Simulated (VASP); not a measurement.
Write the native input for VASP 6.6.1 that does the following.

* Task: single point
* Functional: PBE
* Potentials or basis: VASP PAW PBE potentials, release 64 (C)
* Cutoff: 520 eV
* k mesh: 6 × 6 × 8
* Occupations: gaussian, width 0.02 eV
* Spin: no spin polarisation
* Dipole correction: no
* Further INCAR settings: ALGO = Normal; EDIFF = 1e-06; NBANDS = 36

The structure of C lies in POSCAR:

```
C
1.0
    5.4741344375      0.0000000000      0.0000000000
    0.0000000000      5.4741344375      0.0000000000
    0.0000000000      0.0000000000      3.8680172594
C
12
Direct
    0.0000000000      0.6233561309      0.5000000000
    0.0000000000      0.3766438691      0.5000000000
    0.3766438691      0.0000000000      0.5000000000
    0.6233561309      0.0000000000      0.5000000000
    0.2073321684      0.0000000000      0.2014311853
    0.7926678316      0.0000000000      0.2014311853
    0.0000000000      0.2073321684      0.2014311853
    0.0000000000      0.7926678316      0.2014311853
    0.7926678316      0.0000000000      0.7985688147
    0.2073321684      0.0000000000      0.7985688147
    0.0000000000      0.7926678316      0.7985688147
    0.0000000000      0.2073321684      0.7985688147
```

One way to write it, as run:

INCAR

```
SYSTEM = C
PREC = Accurate
ENCUT = 520
EDIFF = 1E-6
ISMEAR = 0
SIGMA = 0.02
LREAL = .FALSE.
LASPH = .TRUE.
NELM = 80
ALGO = Normal
ISIF = 2
LWAVE = .FALSE.
LCHARG = .FALSE.
GGA = PE
NBANDS = 36
```

KPOINTS

```
regular mesh
0
G
  6 6 8
  0 0 0
```

Potentials or basis: VASP PAW PBE potentials, release 64 (C).

The run is started by

```console
$ cat potpaw_PBE.64/C/POTCAR > POTCAR
$ mpirun -np 1 vasp_std > vasp.out
```

It gave:

The pressure is 0.3 GPa. The largest force is 0.029 eV/Å and the band gap on the k mesh is 0.76 eV, indirect (least direct gap 2.30 eV).

Wall time 4.5 min on 1 thread of AMD EPYC 7R43 64-Core Processor (Zen 3) (shared host), peak memory 0.25 GiB.
